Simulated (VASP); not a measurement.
The system is SiMo3.

```
Si Mo
1.0
     0.00000    3.37553    3.37553
     3.37553    0.00000    3.37553
     3.37553    3.37553    0.00000
Si Mo
1 3
Direct
  0.00000 0.00000 0.00000
  0.75000 0.75000 0.75000
  0.25000 0.25000 0.25000
  0.50000 0.50000 0.50000
```

* Program: VASP 6.6.1
* Task: relaxation of cell and atoms
* Functional: PBE
* Potentials or basis: VASP PAW PBE potentials, release 64 (Si, Mo_sv)
* Cutoff: 600 eV
* k mesh: 4 × 4 × 4
* Occupations: gaussian, width 0.1 eV
* Spin: no spin polarisation

At the start: pressure -34.5 GPa; volume 19.23 Å³/atom.

Question: Where does the relaxation end?

Answer: Over 5 steps the energy falls by 588.4 meV/atom and the volume is 14.91 Å³/atom (-22.5 %); space group Fm-3m (No. 225, to 0.05 Å).

The path:
```csv
step,energy change (eV),largest force (eV/Å),pressure (GPa),volume (Å³)
1,0.0000,0.0000,-34.46,76.92
2,8.0457,0.0000,234.56,39.45
3,-2.3042,0.0000,-7.48,61.70
4,-2.3450,0.0000,-3.23,60.49
5,-2.3535,0.0000,0.11,59.63
```

Final structure:
```
Si Mo
1.0
     0.00000    3.10080    3.10080
     3.10080    0.00000    3.10080
     3.10080    3.10080    0.00000
Si Mo
1 3
Direct
  0.00000 0.00000 0.00000
  0.75000 0.75000 0.75000
  0.25000 0.25000 0.25000
  0.50000 0.50000 0.50000
```

Caveat: the k points lie up to 0.44 Å⁻¹ apart in the final cell; the volume moved by over 15 % at a fixed basis, so the end points are rough.
